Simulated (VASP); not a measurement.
Input of a VASP 6.6.1 run:

The input INCAR:

```
  PREC = Accurate
  ENCUT = 520
  EDIFF = 1E-6
  ISMEAR = 0
  SIGMA = 0.05
  LREAL = False
  LASPH = True
  NELM = 60
  ALGO = Normal
  ISIF = 2
  LWAVE = False
  LCHARG = False
  GGA = RE
  IVDW = 12
  NBANDS = 17
```

Contents of KPOINTS:

```
Automatic mesh
0
Gamma
  8 8 8
```

File POSCAR:

```
PbS
1.0
    0.0000000000      2.9976367343      2.9976367343
    2.9976367343      0.0000000000      2.9976367343
    2.9976367343      2.9976367343      0.0000000000
Pb S
1 1
Direct
    0.5000000000      0.5000000000      0.5000000000
    0.0000000000      0.0000000000      0.0000000000
```

Potentials or basis: VASP PAW PBE potentials, release 64 (Pb_d, S).

Command:

```console
$ cat potpaw_PBE.64/Pb_d/POTCAR potpaw_PBE.64/S/POTCAR > POTCAR
$ mpirun -np 1 vasp_std > vasp.out
```

Q: What does it give for the band gap on the k mesh?

A: 0.55 eV, direct.

Q: Predict the dispersion energy per atom.

A: -0.627 eV.

Q: Predict the pressure.

A: -2.1 GPa.

Caveat: the PAW data sets were made with another functional, which shifts forces and pressure a little; spin-orbit coupling is left out, which moves the levels of the heavy elements. A k mesh can miss the band edges.
